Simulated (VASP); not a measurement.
Here is a VASP 6.6.1 calculation.

INCAR

```
SYSTEM = CdAuC4N4
PREC = Accurate
ENCUT = 520
EDIFF = 1E-6
ISMEAR = 0
SIGMA = 0.1
LREAL = .False.
LASPH = .True.
NELM = 150
ALGO = Normal
ISIF = 2
LWAVE = .False.
LCHARG = .False.
ISPIN = 2
MAGMOM = 0 0 0 0 0 0.34 0 0 0 0
LORBIT = 11
LMAXMIX = 4
GGA = PE
NBANDS = 44
```

KPOINTS

```
regular mesh
0
Gamma
  6 6 6
  0 0 0
```

POSCAR

```
CdAuC4N4
1.0
    6.2853507583      0.0000000000      0.0000000000
    0.0000000000      6.2853507583      0.0000000000
    0.0000000000      0.0000000000      6.2853507583
Cd C Au N
1 4 1 4
Direct
    0.5000000000      0.5000000000      0.5000000000
    0.1921639827      0.1921639827      0.1921639827
    0.1921639827      0.8078360173      0.8078360173
    0.8078360173      0.1921639827      0.8078360173
    0.8078360173      0.8078360173      0.1921639827
    0.0000000000      0.0000000000      0.0000000000
    0.2993911705      0.2993911705      0.2993911705
    0.2993911705      0.7006088295      0.7006088295
    0.7006088295      0.2993911705      0.7006088295
    0.7006088295      0.7006088295      0.2993911705
```

Potentials or basis: VASP PAW PBE potentials, release 64 (Cd, C, Au, N).

Run with:

```sh
$ cat potpaw_PBE.64/Cd/POTCAR potpaw_PBE.64/C/POTCAR potpaw_PBE.64/Au/POTCAR potpaw_PBE.64/N/POTCAR > POTCAR
$ mpirun -np 1 vasp_std > vasp.out
```

Predict the pressure.

0.4 GPa.

Estimate the site moments.

Cd +0.01; C +0.05; Au +0.42; N +0.04 μB.

Predict the net moment.

1.00 μB per cell.

Forces in eV/Å, atoms in the order of the input:
```
Cd   0.000  0.000  0.000
C   -0.228 -0.228 -0.228
C   -0.228  0.228  0.228
C    0.228 -0.228  0.228
C    0.228  0.228 -0.228
Au   0.000  0.000  0.000
N    0.183  0.183  0.183
N    0.183 -0.183 -0.183
N   -0.183  0.183 -0.183
N   -0.183 -0.183  0.183
```
